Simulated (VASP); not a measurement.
The system is Pt.

```
Pt
1.0
     2.76067    0.00000    0.00000
    -1.38033    2.39081    0.00000
     0.00000    0.00000    4.79213
Pt
2
Direct
  0.66667 0.33333 0.75000
  0.33333 0.66667 0.25000
```

| Quantity | Value |
| --- | --- |
| Program | VASP 6.6.1 |
| Task | relaxation of cell and atoms |
| Functional | PBEsol |
| Potentials or basis | VASP PAW PBE potentials, release 64 (Pt) |
| Cutoff | 600 eV |
| k mesh | 11 × 11 × 6 |
| Occupations | gaussian, width 0.1 eV |
| Spin | no spin polarisation |

At the start: pressure -11.0 GPa; volume 15.81 Å³/atom.

Q: How do energy, volume and symmetry change on relaxing?

A: Over 9 steps the energy falls by 25.4 meV/atom and the volume is 15.12 Å³/atom (-4.4 %); space group P6_3/mmc (No. 194, to 0.05 Å).

The path:
| step | energy change (eV) | largest force (eV/Å) | pressure (GPa) | volume (Å³) |
| --- | --- | --- | --- | --- |
| 1 | 0.0000 | 0.0000 | -10.98 | 31.63 |
| 2 | 0.3687 | 0.0000 | 45.47 | 26.92 |
| 3 | -0.0489 | 0.0000 | -0.50 | 30.33 |
| 4 | -0.0490 | 0.0000 | -0.03 | 30.28 |
| 5 | -0.0490 | 0.0000 | 0.21 | 30.25 |
| 6 | -0.0508 | 0.0000 | 0.24 | 30.22 |
| 7 | -0.0508 | 0.0000 | 0.24 | 30.22 |
| 8 | -0.0508 | 0.0000 | -0.56 | 30.30 |
| 9 | -0.0509 | 0.0000 | 0.01 | 30.24 |

Final structure:
```
Pt
1.0
     2.73080    0.00000    0.00000
    -1.36539    2.36494    0.00000
     0.00000    0.00000    4.68279
Pt
2
Direct
  0.66667 0.33333 0.75000
  0.33333 0.66667 0.25000
```

Caveat: the PAW data sets were made with another functional, which shifts forces and pressure a little.
